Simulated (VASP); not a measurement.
# TiSn2Te3 (P6/mmm) in VASP: further runs

The runs below take TiSn2Te3 through single point, relaxation of cell and atoms, with PBE.

Program: VASP 6.6.1. These are calculated values, not measurements. Logs are shortened: lines on timing, memory, paths and dates and some standing lists are left out, and cuts for length are marked.

### Step 1. The cell of the first run

It takes space group P6/mmm (No. 191, hexagonal). The conventional cell has a = 5.593 Å, b = 5.593 Å, c = 6.087 Å, α = 90.00°, β = 90.00°, γ = 120.00°. Within 4.0 Å of Ti (site symmetry 6/mmm) lie 2 Te at 3.04 Å and 6 Sn at 3.23 Å. Within 4.0 Å of Sn (site symmetry -6m2) lie 2 Te at 3.04 Å and 3 Ti at 3.23 Å and 3 Sn at 3.23 Å. Te (site symmetry -6m2) has 2 Sn at 3.04 Å and 6 Te at 3.23 Å within 4.0 Å. Within 4.0 Å of Te (site symmetry 6/mmm) lie 2 Ti at 3.04 Å and 6 Te at 3.23 Å.

The cell was generated, and may not be a known phase.

### Step 2. Single point, PBE

File INCAR:

```
SYSTEM = TiSn2Te3
PREC = Accurate
ENCUT = 520
EDIFF = 1E-6
ISMEAR = 0
SIGMA = 0.1
LREAL = .False.
LASPH = .True.
NELM = 80
ALGO = Normal
ISIF = 2
LWAVE = .False.
LCHARG = .False.
GGA = PE
NBANDS = 38
```

File KPOINTS:

```
regular mesh
0
Gamma
  6 6 4
  0 0 0
```

File POSCAR:

```
TiSn2Te3
1.0
    5.5930823428      0.0000000000      0.0000000000
   -2.7965411714      4.8437513944      0.0000000000
    0.0000000000      0.0000000000      6.0866184626
Ti Sn Te
1 2 3
Direct
    0.0000000000      0.0000000000      0.0000000000
    0.3333333333      0.6666666667      0.0000000000
    0.6666666667      0.3333333333      0.0000000000
    0.3333333333      0.6666666667      0.5000000000
    0.6666666667      0.3333333333      0.5000000000
    0.0000000000      0.0000000000      0.5000000000
```

Potentials or basis: VASP PAW PBE potentials, release 64 (Ti_sv, Sn_d, Te).

Launch:

```sh
> cat potpaw_PBE.64/Ti_sv/POTCAR potpaw_PBE.64/Sn_d/POTCAR potpaw_PBE.64/Te/POTCAR > POTCAR
> mpirun -np 1 vasp_std > vasp.out
```

OUTCAR:

```text
SYSTEM = TiSn2Te3
   PREC = Accurate
   ENCUT = 520
   EDIFF = 1E-6
   ISMEAR = 0
   LREAL = .False.
   LASPH = .True.
   NELM = 80
   ISIF = 2
   GGA = PE

 ion  position               nearest neighbor table
   1  0.000  0.000  0.000-   6 3.04   6 3.04   2 3.23   3 3.23   3 3.23   2 3.23   3 3.23   2 3.23

   2  0.333  0.667  0.000-   4 3.04   4 3.04   1 3.23   3 3.23   3 3.23   1 3.23   1 3.23   3 3.23

   3  0.667  0.333  0.000-   5 3.04   5 3.04   1 3.23   2 3.23   2 3.23   1 3.23   1 3.23   2 3.23

   4  0.333  0.667  0.500-   2 3.04   2 3.04   6 3.23   5 3.23   5 3.23   6 3.23   6 3.23   5 3.23

   5  0.667  0.333  0.500-   3 3.04   3 3.04   6 3.23   4 3.23   4 3.23   6 3.23   6 3.23   4 3.23

   6  0.000  0.000  0.500-   1 3.04   1 3.04   5 3.23   4 3.23   5 3.23   4 3.23   5 3.23   4 3.23

  LATTYP: Found a hexagonal cell.
 ALAT       =     5.5930823428
 C/A-ratio  =     1.0882404530

  Lattice vectors:

 A1 = (   5.5930823428,   0.0000000000,   0.0000000000)
 A2 = (  -2.7965411714,   4.8437513944,   0.0000000000)
 A3 = (   0.0000000000,   0.0000000000,   6.0866184626)

Analysis of symmetry for initial positions (statically):
=====================================================================
 Subroutine PRICEL returns:
 Original cell was already a primitive cell.

 Routine SETGRP: Setting up the symmetry group for a
 hexagonal supercell.

 Subroutine GETGRP returns: Found 24 space group operations
 (whereof 24 operations were pure point group operations)
 out of a pool of 24 trial point group operations.

The static configuration has the point symmetry D_6h.

Analysis of symmetry for dynamics (positions and initial velocities):
=====================================================================
 Subroutine PRICEL returns:
 Original cell was already a primitive cell.

 Routine SETGRP: Setting up the symmetry group for a
 hexagonal supercell.

 Subroutine GETGRP returns: Found 24 space group operations
 (whereof 24 operations were pure point group operations)
 out of a pool of 24 trial point group operations.

The dynamic configuration has the point symmetry D_6h.

 Subroutine INISYM returns: Found 24 space group operations
 (whereof 24 operations are pure point group operations),
 and found     1 'primitive' translations
[... 97 lines left out ...]
   ENCUT  =  520.0 eV  38.22 Ry    6.18 a.u.  10.40 10.40 11.32*2*pi/ulx,y,z
   NELM   =     80;   NELMIN=  2; NELMDL= -5     # of ELM steps
   EDIFF  = 0.1E-05   stopping-criterion for ELM
   LREAL  =      F    real-space projection
   EDIFFG = 0.1E-04   stopping-criterion for IOM
   NSW    =      0    number of steps for IOM
   IBRION =     -1    ionic relax: 0-MD 1-quasi-New 2-CG
   NFREE  =      0    steps in history (QN), initial steepest desc. (CG)
   ISIF   =      2    stress and relaxation
   ISYM   =      2    0-nonsym 1-usesym 2-fastsym
   POTIM  = 0.5000    time-step for ionic-motion
   TEBEG  =    0.0;   TEEND  =   0.0 temperature during run
   PSTRESS=    0.0 pullay stress
   NELECT =      58.0000    total number of electrons
   NUPDOWN=      -1.0000    fix difference up-down
   EMIN   =  10.00;   EMAX   =-10.00  energy-range for DOS
   EFERMI =   0.00;   METHOD = LEGACY
   ISMEAR =     0;   SIGMA  =   0.10  broadening in eV -4-tet -1-fermi 0-gaus
   EFERMI_NEDOS =   21; number of points for ismear=-14 and -15
   IALGO  =     38    algorithm
   IMIX   =      4    mixing-type and parameters
     AMIX     =   0.40;   BMIX     =  1.00
     AMIX_MAG =   1.60;   BMIX_MAG =  1.00
  volume/ion in A,a.u.               =      27.48       185.46
  Fermi-wavevector in a.u.,A,eV,Ry     =   1.155618  2.183802 18.169953  1.335454
  Thomas-Fermi vector in A             =   2.292245
   LORBIT       =      0    0 simple, 1 ext, 2 COOP (PROOUT), +10 PAW based schemes
   GGA     = PE    functional components
   LHFCALC =     F    Hartree Fock is set to
   AEXX    =    0.0000 exact exchange contribution
   IVDW    =     0    specifies the selected vdW correction
   LEPSILON=     F    determine dielectric tensor
   LRPA    =     F    only Hartree local field effects (RPA)
 non-spin polarized calculation
 Gauss-broadening in eV      SIGMA  =   0.10
  energy-cutoff  :      520.00
  volume of cell :      164.90
 maximum number of plane-waves:      4463
 NGX is ok and might be reduce to    42
   NGX = 21   NGY = 21   NGZ = 23

 number of electron      58.0000005 magnetization

 Free energy of the ion-electron system (eV)
  ---------------------------------------------------
  ext. energy  EPLUGINS =         0.00000000
  ---------------------------------------------------
  free energy    TOTEN  =       -23.63603300 eV

  energy without entropy =      -23.58986398  energy(sigma->0) =      -23.61294849

 E-fermi :   7.6055     XC(G=0): -10.0490

 val. band max:        7.6045308665   @ k =   0.3333   0.0000   0.2500
 cond. band min:       7.6215189298   @ k =   0.3333   0.0000   0.5000
 fundamental gap:      0.0169880633
 Fermi energy:         7.6055248882

 k-point     1 :       0.0000    0.0000    0.0000
  band No.  band energies     occupation
      1     -50.0651      2.00000
      2     -26.5378      2.00000
      3     -26.1997      2.00000
      4     -26.1997      2.00000
      5     -13.6454      2.00000
      6     -13.5732      2.00000
[... 850 lines left out ...]
     37       9.6125      0.00000
     38       9.6125      0.00000

------------------------ aborting loop because EDIFF is reached ----------------------------------------

  FORCE on cell =-STRESS in cart. coord.  units (eV):
  Direction    XX          YY          ZZ          XY          YZ          ZX
  --------------------------------------------------------------------------------------
  -------------------------------------------------------------------------------------
  Total       -0.0709228     -0.0709228      0.2493857      0.0000000     -0.0000000      0.0000000
  in kB       -0.6891078     -0.6891078      2.4231095      0.0000000     -0.0000000      0.0000000
  external PRESSURE =       0.3482979 kB  Pullay stress =       0.0000000 kB

 VOLUME and BASIS-vectors are now :
 -----------------------------------------------------------------------------
  energy-cutoff  :      520.00
  volume of cell :      164.90
      direct lattice vectors                 reciprocal lattice vectors
     5.593082343  0.000000000  0.000000000     0.178792290  0.103225777  0.000000000
    -2.796541171  4.843751394  0.000000000     0.000000000  0.206451553  0.000000000
     0.000000000  0.000000000  6.086618463     0.000000000  0.000000000  0.164294839

 POSITION                                       TOTAL-FORCE (eV/Angst)
 -----------------------------------------------------------------------------------
      0.00000      0.00000      0.00000        -0.000000     -0.000000      0.000000
     -0.00000      3.22917      0.00000         0.000000     -0.000000     -0.000000
      2.79654      1.61458      0.00000         0.000000     -0.000000      0.000000
     -0.00000      3.22917      3.04331        -0.000000      0.000000      0.000000
      2.79654      1.61458      3.04331         0.000000     -0.000000     -0.000000
      0.00000      0.00000      3.04331        -0.000000     -0.000000      0.000000
 -----------------------------------------------------------------------------------
    total drift:                               -0.000000      0.000000      0.000000

  FREE ENERGIE OF THE ION-ELECTRON SYSTEM (eV)
  ---------------------------------------------------
  free  energy   TOTEN  =       -23.6360330000 eV

  energy  without entropy=      -23.5898639814  energy(sigma->0) =      -23.61294849
```

stdout:

```text
POSCAR found type information on POSCAR TiSnTe
 POSCAR found :  3 types and       6 ions
 scaLAPACK will be used
 LDA part: xc-table for (Slater+PW92), standard interpolation
 POSCAR, INCAR and KPOINTS ok, starting setup
 FFT: planning ... GRIDC
 FFT: planning ... GRID_SOFT
 FFT: planning ... GRID
 WAVECAR not read
 entering main loop
```

It took 2.2 min on 1 thread of Intel Xeon Platinum 8488C (Sapphire Rapids), shared host; peak memory 0.35 GiB.

What came out:

```yaml
Free_energy: -23.6360 eV
Pressure: 0.0 GPa
Band_gap_on_the_k_mesh: zero (bands 29 and 30 overlap by 0.49 eV)
```

Levels at points of the mesh, in eV from the Fermi level:
| k point | band 25 | band 26 | band 27 | band 28 | band 29 | band 30 | band 31 | band 32 | band 33 | band 34 |
| --- | --- | --- | --- | --- | --- | --- | --- | --- | --- | --- |
| (0.00, 0.00, 0.00) | -2.71 | -1.96 | -1.66 | -1.66 | 0.06 | 0.06 | 0.43 | 1.12 | 1.12 | 2.17 |
| (0.50, 0.00, 0.00) | -2.28 | -1.83 | -1.22 | -0.47 | -0.07 | 0.06 | 0.42 | 0.51 | 0.55 | 0.57 |
| (0.00, 0.00, 0.50) | -2.26 | -2.26 | -1.52 | -0.58 | 0.32 | 0.32 | 0.50 | 0.50 | 1.05 | 1.41 |
| (0.50, 0.00, 0.50) | -1.74 | -1.20 | -0.42 | -0.27 | -0.25 | -0.05 | 0.11 | 0.65 | 0.81 | 1.29 |

Caveat: spin-orbit coupling is left out, which moves the levels of the heavy elements.

(Part 1 of 3 ends here.)

The gap in the log of VASP goes by the Fermi energy; the results here count the filled bands.